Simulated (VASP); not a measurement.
Here is a VASP 6.6.1 calculation.

File INCAR:

```
SYSTEM = GeAs5
PREC = Accurate
ENCUT = 520
EDIFF = 1E-7
ISMEAR = 0
SIGMA = 0.1
LREAL = .FALSE.
LASPH = .TRUE.
NELM = 80
ALGO = Normal
ISIF = 2
LWAVE = .FALSE.
LCHARG = .TRUE.
GGA = PE
LELF = .TRUE.
LVHAR = .TRUE.
NBANDS = 28
```

Contents of KPOINTS:

```
regular mesh
0
G
  4 4 2
  0 0 0
```

The input POSCAR:

```
GeAs5
1.0
    5.3436419720      0.0000000000      0.0000000000
    0.0000000000      5.3436419720      0.0000000000
    0.0000000000      0.0000000000      4.8377332968
Ge As
1 5
Direct
    0.0000000000      0.0000000000      0.5000000000
    0.0000000000      0.5000000000      0.5000000000
    0.5000000000      0.0000000000      0.5000000000
    0.5000000000      0.5000000000      0.5000000000
    0.5000000000      0.5000000000      0.0000000000
    0.0000000000      0.0000000000      0.0000000000
```

Potentials or basis: VASP PAW PBE potentials, release 64 (Ge_d, As).

Launch:

```console
$ cat potpaw_PBE.64/Ge_d/POTCAR potpaw_PBE.64/As/POTCAR > POTCAR
$ mpirun -np 1 vasp_std > vasp.out
```

Estimate the band gap on the k mesh.

zero (an odd number of electrons rules out a gap without spin polarisation).

Estimate the pressure.

0.2 GPa.

Stress tensor (GPa, compression positive):
```
0.27 0.00 0.00
0.00 0.27 0.00
0.00 0.00 0.11
```

Caveat: the k points lie up to 0.65 Å⁻¹ apart, too coarse for converged energies and pressures of a metal.
